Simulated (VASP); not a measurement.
Set up this calculation in VASP 6.6.1, as the native input.

* Task: single point
* Functional: r2SCAN
* Potentials or basis: VASP PAW PBE potentials, release 64 (Li_sv, F)
* Cutoff: 520 eV
* k mesh: 10 × 10 × 10
* Occupations: gaussian, width 0.01 eV
* Spin: no spin polarisation
* Dipole correction: no
* Further INCAR settings: ALGO = Normal; EDIFF = 1e-06; NBANDS = 12

Crystal: LiF.

```
Li F
1.0
     0.06011    2.05498    2.05498
     2.05498    0.06011    2.05498
     2.05498    2.05498    0.06011
Li F
1 1
Direct
  0.00000 0.00000 0.00000
  0.50000 0.50000 0.50000
```

This cell differs from its parent crystal: strain along [111] +4.5%.

One way to write it, as run:

POSCAR

```
LiF
1.0
    0.0601121351      2.0549838757      2.0549838757
    2.0549838757      0.0601121351      2.0549838757
    2.0549838757      2.0549838757      0.0601121351
Li F
1 1
Direct
    0.0000000000      0.0000000000      0.0000000000
    0.5000000000      0.5000000000      0.5000000000
```

INCAR.step1

```
ALGO = Normal
EDIFF = 1E-4
ENCUT = 520
GGA = PE
ISMEAR = 0
LASPH = T
LCHARG = F
LREAL = F
LWAVE = T
NBANDS = 12
NELM = 80
PREC = Accurate
SIGMA = 0.01
```

INCAR.step2

```
ALGO = Normal
EDIFF = 1E-6
ENCUT = 520
ISIF = 2
ISMEAR = 0
ISTART = 1
LASPH = T
LCHARG = F
LMIXTAU = T
LREAL = F
LWAVE = F
METAGGA = R2SCAN
NBANDS = 12
NELM = 80
PREC = Accurate
SIGMA = 0.01
```

KPOINTS

```
k-points
0
Gamma
  10 10 10
```

Potentials or basis: VASP PAW PBE potentials, release 64 (Li_sv, F).

Run with:

```sh
$ cat potpaw_PBE.64/Li_sv/POTCAR potpaw_PBE.64/F/POTCAR > POTCAR
$ cp INCAR.step1 INCAR
$ mpirun -np 1 vasp_std > vasp.out
$ cp INCAR.step2 INCAR
$ mpirun -np 1 vasp_std > vasp.out
```

Results of the run:

* Band gap on the k mesh: 10.02 eV

Caveat: the cell differs from its parent crystal (strain along [111] +4.5%).

Run time: 64 s on 1 thread of Intel Xeon 8259CL, on a shared host, peak memory 0.15 GiB.
